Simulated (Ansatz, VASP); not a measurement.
**One calculation of NaB12, two programs**

```
Na B
1.0
     0.00000    3.73956    3.73956
     3.73956    0.00000    3.73956
     3.73956    3.73956    0.00000
Na B
1 12
Direct
  0.00000 0.00000 0.00000
  0.83634 0.16366 0.50000
  0.16366 0.83634 0.50000
  0.50000 0.83634 0.16366
  0.16366 0.50000 0.50000
  0.50000 0.50000 0.83634
  0.50000 0.50000 0.16366
  0.50000 0.83634 0.50000
  0.16366 0.50000 0.83634
  0.83634 0.50000 0.50000
  0.50000 0.16366 0.50000
  0.83634 0.50000 0.16366
  0.50000 0.16366 0.83634
```

Change from the starting cell: species swapped into the GdB12 type (Fm-3m, No. 225).

Alike in both runs: functional PBE; k mesh 10 × 10 × 10; occupations gaussian, width 0.1 eV; no spin polarisation.

Ansatz relaxed the structure, and its values are those at the end. VASP's run is a single point on that final structure, the one shown.

```csv
,VASP,Ansatz
version,VASP 6.6.1,Ansatz 0.2.0
potentials or method,"VASP PAW PBE potentials, release 64 (Na_pv, B), cutoff 520 eV","scalar-relativistic, plane waves, PAW"
valence electrons in the cell,43,45
```

VASP gave:

```
gap on the k mesh at the Fermi level (eV) : none
pressure (GPa)                            : 0.1
```

Question: Estimate Ansatz's values.

Answer: gap on the k mesh at the Fermi level (eV): none; pressure (GPa): 0.0.

A gap of «none» marks a metal or a gap that the smearing closes. VASP's potentials hold 43 valence electrons a cell and Ansatz's 45, so a difference there can come from the potentials and not from the codes.
